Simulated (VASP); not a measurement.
# Au (Fm-3m) in VASP: single point with PBE

Aim: the single point of Au with PBE.

Everything below comes from runs of VASP 6.6.1. Logs are shortened: lines on timing, memory, paths and dates and some standing lists are left out, and cuts for length are marked.

### Step 1. The cell of the first run

It takes space group Fm-3m (No. 225, cubic). Conventional cell: a = 4.158 Å, b = 4.158 Å, c = 4.158 Å, α = 90.00°, β = 90.00°, γ = 90.00°. Au (site symmetry m-3m) has 12 Au at 2.94 Å within 3.9 Å.

### Step 2. Single point, PBE

INCAR reads:

```
SYSTEM = Au
ALGO     = Fast           ! electronic algorithm
EDIFF    = 1E-6           ! SCF threshold, eV
ENCUT    = 520            ! plane-wave cutoff, eV
GGA      = PE             ! functional
ISIF     = 2              ! what is computed and relaxed
ISMEAR   = 0              ! smearing method
LASPH    = .True.         ! aspherical terms in the spheres
LCHARG   = .False.        ! write CHGCAR
LREAL    = .False.        ! projectors in reciprocal space
LWAVE    = .False.        ! write WAVECAR
NBANDS   = 12             ! bands
NELM     = 80             ! most SCF steps
PREC     = Accurate       ! precision mode
SIGMA    = 0.1            ! smearing width, eV
```

KPOINTS reads:

```
k-points
0
Gamma
  52 52 52
  0 0 0
```

POSCAR reads:

```
Au
1.0
    0.0000000000      2.0788268110      2.0788268110
    2.0788268110      0.0000000000      2.0788268110
    2.0788268110      2.0788268110      0.0000000000
Au
1
Direct
    0.0000000000      0.0000000000      0.0000000000
```

Potentials or basis: VASP PAW PBE potentials, release 64 (Au).

The run is started by

```bash
> cat potpaw_PBE.64/Au/POTCAR > POTCAR
> mpirun -np 1 vasp_std > vasp.out
```

OUTCAR:

```text
SYSTEM = Au
   EDIFF = 1E-6
   ENCUT = 520
   GGA = PE
   ISIF = 2
   ISMEAR = 0
   LASPH = .True.
   LREAL = .False.
   NELM = 80
   PREC = Accurate

 ion  position               nearest neighbor table
   1  0.000  0.000  0.000-

  LATTYP: Found a face centered cubic cell.
 ALAT       =     4.1576536220

  Lattice vectors:

 A1 = (   0.0000000000,   2.0788268110,   2.0788268110)
 A2 = (   2.0788268110,   0.0000000000,   2.0788268110)
 A3 = (   2.0788268110,   2.0788268110,   0.0000000000)

Analysis of symmetry for initial positions (statically):
=====================================================================
 Subroutine PRICEL returns:
 Original cell was already a primitive cell.

 Routine SETGRP: Setting up the symmetry group for a
 face centered cubic supercell.

 Subroutine GETGRP returns: Found 48 space group operations
 (whereof 48 operations were pure point group operations)
 out of a pool of 48 trial point group operations.

The static configuration has the point symmetry O_h .

Analysis of symmetry for dynamics (positions and initial velocities):
=====================================================================
 Subroutine PRICEL returns:
 Original cell was already a primitive cell.

 Routine SETGRP: Setting up the symmetry group for a
 face centered cubic supercell.

 Subroutine GETGRP returns: Found 48 space group operations
 (whereof 48 operations were pure point group operations)
 out of a pool of 48 trial point group operations.

The dynamic configuration has the point symmetry O_h .

 Subroutine INISYM returns: Found 48 space group operations
 (whereof 48 operations are pure point group operations),
 and found     1 'primitive' translations

----------------------------------------------------------------------------------------

                                     Primitive cell

  volume of cell :      17.9674

  direct lattice vectors                    reciprocal lattice vectors
     0.000000000  2.078826811  2.078826811    -0.240520277  0.240520277  0.240520277
     2.078826811  0.000000000  2.078826811     0.240520277 -0.240520277  0.240520277
     2.078826811  2.078826811  0.000000000     0.240520277  0.240520277 -0.240520277

  length of vectors
     2.939905070  2.939905070  2.939905070     0.416593340  0.416593340  0.416593340

  position of ions in fractional coordinates (direct lattice)
     0.000000000  0.000000000  0.000000000

[... 77 lines left out ...]
   EDIFFG = 0.1E-04   stopping-criterion for IOM
   NSW    =      0    number of steps for IOM
   IBRION =     -1    ionic relax: 0-MD 1-quasi-New 2-CG
   NFREE  =      0    steps in history (QN), initial steepest desc. (CG)
   ISIF   =      2    stress and relaxation
   ISYM   =      2    0-nonsym 1-usesym 2-fastsym
   POTIM  = 0.5000    time-step for ionic-motion
   TEBEG  =    0.0;   TEEND  =   0.0 temperature during run
   PSTRESS=    0.0 pullay stress
   NELECT =      11.0000    total number of electrons
   NUPDOWN=      -1.0000    fix difference up-down
   EMIN   =  10.00;   EMAX   =-10.00  energy-range for DOS
   EFERMI =   0.00;   METHOD = LEGACY
   ISMEAR =     0;   SIGMA  =   0.10  broadening in eV -4-tet -1-fermi 0-gaus
   EFERMI_NEDOS =   21; number of points for ismear=-14 and -15
   IALGO  =     68    algorithm
   IMIX   =      4    mixing-type and parameters
     AMIX     =   0.40;   BMIX     =  1.00
     AMIX_MAG =   1.60;   BMIX_MAG =  1.00
  volume/ion in A,a.u.               =      17.97       121.25
  Fermi-wavevector in a.u.,A,eV,Ry     =   1.390094  2.626896 26.291362  1.932361
  Thomas-Fermi vector in A             =   2.514062
   LORBIT       =      0    0 simple, 1 ext, 2 COOP (PROOUT), +10 PAW based schemes
   GGA     = PE    functional components
   LHFCALC =     F    Hartree Fock is set to
   AEXX    =    0.0000 exact exchange contribution
   IVDW    =     0    specifies the selected vdW correction
   LEPSILON=     F    determine dielectric tensor
   LRPA    =     F    only Hartree local field effects (RPA)
 non-spin polarized calculation
 RMM-DIIS sequential band-by-band and
 Gauss-broadening in eV      SIGMA  =   0.10
  energy-cutoff  :      520.00
  volume of cell :       17.97
 maximum number of plane-waves:       531
 NGX is ok and might be reduce to    24
   NGX = 11   NGY = 11   NGZ = 11

 number of electron      11.0000002 magnetization

 Free energy of the ion-electron system (eV)
  ---------------------------------------------------
  ext. energy  EPLUGINS =         0.00000000
  ---------------------------------------------------
  free energy    TOTEN  =        -3.22120303 eV

  energy without entropy =       -3.21962348  energy(sigma->0) =       -3.22041326

 E-fermi :   8.6283     XC(G=0): -12.4020

 val. band max:        8.6274694179   @ k =   0.4808   0.1346   0.0000
 cond. band min:       8.6285529559   @ k =   0.5000   0.3269   0.1154
 fundamental gap:      0.0010835380
 Fermi energy:         8.6282843134

 k-point     1 :       0.0000    0.0000    0.0000
  band No.  band energies     occupation
      1      -0.6921      2.00000
      2       4.1978      2.00000
      3       4.1978      2.00000
      4       4.1978      2.00000
      5       5.5766      2.00000
      6       5.5766      2.00000
      7      23.1982      0.00000
      8      26.8929      0.00000
      9      26.8929      0.00000
     10      26.8929      0.00000
     11      31.6327      0.00000
     12      35.7148      0.00000
[... 331 lines left out ...]
 k-point    24 :       0.4423    0.0000    0.0000
  band No.  band energies     occupation
      1       1.7703      2.00000
      2       4.1906      2.00000
      3       4.1906      2.00000
      4       6.5953      2.00000
      5       6.5953      2.00000
      6       7.1533      2.00000
      7      12.3658      0.00000
      8      22.7451      0.00000
      9      25.5562      0.00000
     10      25.5562      0.00000
     11      32.5825      0.00000
     12      32.5826      0.00000

 [... further k-points ...]
[... 5 lines left out ...]
  --------------------------------------------------------------------------------------
  -------------------------------------------------------------------------------------
  Total       -0.0174505     -0.0174505     -0.0174505      0.0000000     -0.0000000      0.0000000
  in kB       -1.5560878     -1.5560878     -1.5560878      0.0000000     -0.0000000      0.0000000
  external PRESSURE =      -1.5560878 kB  Pullay stress =       0.0000000 kB

 VOLUME and BASIS-vectors are now :
 -----------------------------------------------------------------------------
  energy-cutoff  :      520.00
  volume of cell :       17.97
      direct lattice vectors                 reciprocal lattice vectors
     0.000000000  2.078826811  2.078826811    -0.240520277  0.240520277  0.240520277
     2.078826811  0.000000000  2.078826811     0.240520277 -0.240520277  0.240520277
     2.078826811  2.078826811  0.000000000     0.240520277  0.240520277 -0.240520277

 POSITION                                       TOTAL-FORCE (eV/Angst)
 -----------------------------------------------------------------------------------
      0.00000      0.00000      0.00000         0.000000      0.000000      0.000000
 -----------------------------------------------------------------------------------
    total drift:                               -0.000000     -0.000000     -0.000000

  FREE ENERGIE OF THE ION-ELECTRON SYSTEM (eV)
  ---------------------------------------------------
  free  energy   TOTEN  =        -3.2212030287 eV

  energy  without entropy=       -3.2196234828  energy(sigma->0) =       -3.22041326
```

OSZICAR:

```text
N       E                     dE             d eps       ncg     rms          rms(c)
DAV:   1     0.493519605016E+02    0.49352E+02   -0.55475E+03 86560   0.811E+02
DAV:   2    -0.279482587119E+01   -0.52147E+02   -0.49073E+02 97688   0.184E+02
DAV:   3    -0.348180340036E+01   -0.68698E+00   -0.68611E+00100416   0.205E+01
DAV:   4    -0.348416711059E+01   -0.23637E-02   -0.23636E-02100104   0.139E+00
DAV:   5    -0.348418538507E+01   -0.18274E-04   -0.18275E-04102308   0.117E-01    0.796E+00
RMM:   6    -0.323802723472E+01    0.24616E+00   -0.30443E-01 83662   0.458E+00    0.516E+00
RMM:   7    -0.322296042347E+01    0.15067E-01   -0.33375E-02 89334   0.171E+00    0.264E+00
RMM:   8    -0.322124589602E+01    0.17145E-02   -0.28399E-03 92722   0.441E-01    0.334E-01
RMM:   9    -0.322119752152E+01    0.48375E-04   -0.39449E-04 97335   0.170E-01    0.107E-01
RMM:  10    -0.322120155771E+01   -0.40362E-05   -0.57375E-05 96433   0.570E-02    0.502E-02
RMM:  11    -0.322120290448E+01   -0.13468E-05   -0.12549E-05 89975   0.227E-02    0.101E-02
RMM:  12    -0.322120302872E+01   -0.12425E-06   -0.10566E-06 76822   0.656E-03
   1 F= -.32212030E+01 E0= -.32204133E+01  d E =-.157955E-02
```

stdout:

```text
POSCAR found type information on POSCAR Au
 POSCAR found :  1 types and       1 ions
 scaLAPACK will be used
 LDA part: xc-table for (Slater+PW92), standard interpolation
 POSCAR, INCAR and KPOINTS ok, starting setup
 FFT: planning ... GRIDC
 FFT: planning ... GRID_SOFT
 FFT: planning ... GRID
 WAVECAR not read
 entering main loop
WARNING in EDDRMM: call to ZHEGV failed, returncode =   8  4     12
WARNING in EDDRMM: call to ZHEGV failed, returncode =   8  4     12
```

Wall time 18 min (1 thread of Oxide Virtual Turin-like, shared host); peak memory 0.76 GiB.

Results:

```
Free energy            : -3.2212 eV
Pressure               : -0.2 GPa
Band gap on the k mesh : zero (an odd number of electrons rules out a gap without spin polarisation)
```

Caveat: spin-orbit coupling is left out, which moves the levels of the heavy elements.
